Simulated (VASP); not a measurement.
Wanted: the native input for a VASP 6.6.1 run.

| Property | Result |
| --- | --- |
| Task | single point |
| Functional | r2SCAN |
| Potentials or basis | VASP PAW PBE potentials, release 64 (Si, C) |
| Cutoff | 520 eV |
| k mesh | 10 × 10 × 10 |
| Occupations | gaussian, width 0.05 eV |
| Spin | no spin polarisation |
| Dipole correction | no |
| Further INCAR settings | ALGO = Normal; EDIFF = 1e-06; NBANDS = 11 |

Crystal: SiC.

```
CELL_PARAMETERS angstrom
0.00000 2.17814 2.17814
2.17814 0.00000 2.17814
2.17814 2.17814 0.00000
ATOMIC_POSITIONS crystal
Si 0.00000 0.00000 0.00000
C 0.68113 0.68113 0.77017
```

This cell differs from its parent crystal: atom 2 (C) moved by (-0.150, -0.300) A along [1 1 0] and z.

The input as run:

POSCAR

```
SiC
1.0
    0.0000000000      2.1781449855      2.1781449855
    2.1781449855      0.0000000000      2.1781449855
    2.1781449855      2.1781449855      0.0000000000
Si C
1 1
Direct
    0.0000000000      0.0000000000      0.0000000000
    0.6811340609      0.6811340609      0.7701703666
```

INCAR.step1

```
SYSTEM = SiC
PREC = Accurate
ENCUT = 520
ISMEAR = 0
SIGMA = 0.05
LREAL = .False.
LASPH = .True.
NELM = 60
NBANDS = 11
GGA = PE
ALGO = Normal
EDIFF = 1E-4
LWAVE = .True.
LCHARG = .False.
```

INCAR.step2

```
SYSTEM = SiC
PREC = Accurate
ENCUT = 520
EDIFF = 1E-6
ISMEAR = 0
SIGMA = 0.05
LREAL = .False.
LASPH = .True.
NELM = 60
ALGO = Normal
ISIF = 2
LWAVE = .False.
LCHARG = .True.
METAGGA = R2SCAN
LMIXTAU = .True.
LELF = .True.
LVHAR = .True.
NBANDS = 11
ISTART = 1
```

KPOINTS

```
regular mesh
0
Gamma
  10 10 10
  0 0 0
```

Potentials or basis: VASP PAW PBE potentials, release 64 (Si, C).

Launch:

```sh
$ cat potpaw_PBE.64/Si/POTCAR potpaw_PBE.64/C/POTCAR > POTCAR
$ cp INCAR.step1 INCAR
$ mpirun -np 1 vasp_std > vasp.out
$ cp INCAR.step2 INCAR
$ mpirun -np 1 vasp_std > vasp.out
```

Results of the run:

The pressure is 10.3 GPa. The largest force is 4.785 eV/Å. The band gap on the k mesh is 0.13 eV (least direct gap 4.16 eV).

Caveat: the cell differs from its parent crystal (atom 2 (C) moved by (-0.150, -0.300) A along [1 1 0] and z); the stress differs along the axes, from 1 to 15 GPa; semilocal functionals underestimate gaps, and a narrow one can read as zero; the PAW data sets were made with another functional, which shifts forces and pressure a little.

Wall time 3 min on 1 thread of Intel Xeon 8259CL (shared host), peak memory 0.19 GiB.
